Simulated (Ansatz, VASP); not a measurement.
## GaSb in VASP and in Ansatz

```
Ga Sb
1.0
     0.00000    3.05561    3.05561
     3.05561    0.00000    3.05561
     3.05561    3.05561    0.00000
Ga Sb
1 1
Direct
  0.00000 0.00000 0.00000
  0.75000 0.75000 0.75000
```

Alike in both runs: task single point; functional PBEsol; k mesh 18 × 18 × 18; occupations gaussian, width 0.15 eV; no spin polarisation.

|  | VASP | Ansatz |
| --- | --- | --- |
| version | VASP 6.6.1 | Ansatz 0.2.0 |
| potentials or method | VASP PAW PBE potentials, release 64 (Ga_d, Sb), cutoff 520 eV | scalar-relativistic, plane waves, PAW |
| valence electrons in the cell | 18 | 28 |

Ansatz gave:

| Quantity | Value |
| --- | --- |
| gap on the k mesh at the Fermi level (eV) | none |
| pressure (GPa) | 0.0 |

Q: Estimate VASP's values.

A: gap on the k mesh at the Fermi level (eV): none; pressure (GPa): 0.1.

VASP's potentials were made for PBE, not for PBEsol. A gap of «none» marks a metal or a gap that the smearing closes. VASP's potentials hold 18 valence electrons a cell and Ansatz's 28, so a difference there can come from the potentials and not from the codes.

Neither program's run includes spin-orbit coupling.
